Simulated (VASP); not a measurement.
Ir, 1 atom in the cell. The structure is cubic, space group Fm-3m (No. 225). Conventional cell: a = 3.876 Å, b = 3.876 Å, c = 3.876 Å, α = 90.00°, β = 90.00°, γ = 90.00°. Within 3.6 Å of Ir (site symmetry m-3m) lie 12 Ir at 2.74 Å. 

| Item | Value |
| --- | --- |
| Program | VASP 6.6.1 |
| Task | relaxation of cell and atoms |
| Functional | PBE |
| Potentials or basis | VASP PAW PBE potentials, release 64 (Ir) |
| Cutoff | 500 eV |
| k mesh | 18 × 18 × 18 |
| Occupations | gaussian, width 0.1 eV |
| Spin | no spin polarisation |
| Dipole correction | no |
| Further INCAR settings | ALGO = Normal; EDIFF = 1e-07; IBRION = 2; EDIFFG = -0.005; NSW = 100; ISIF = 3 |

Potentials or basis: VASP PAW PBE potentials, release 64 (Ir).

Command:

```sh
$ cat potpaw_PBE.64/Ir/POTCAR > POTCAR
$ mpirun -np 1 vasp_std > vasp.out
```

Hardware: 1 thread of Intel(R) Xeon(R) Platinum 8375C CPU @ 2.90GHz (Ice Lake) (shared host).

Question: Estimate the wall time of this run.

Answer: Run time: 24 s on 1 thread of Intel(R) Xeon(R) Platinum 8375C CPU @ 2.90GHz (Ice Lake) (shared host), peak memory 0.15 GiB. Counts: scf iterations 26, k points 195, ion steps 3.
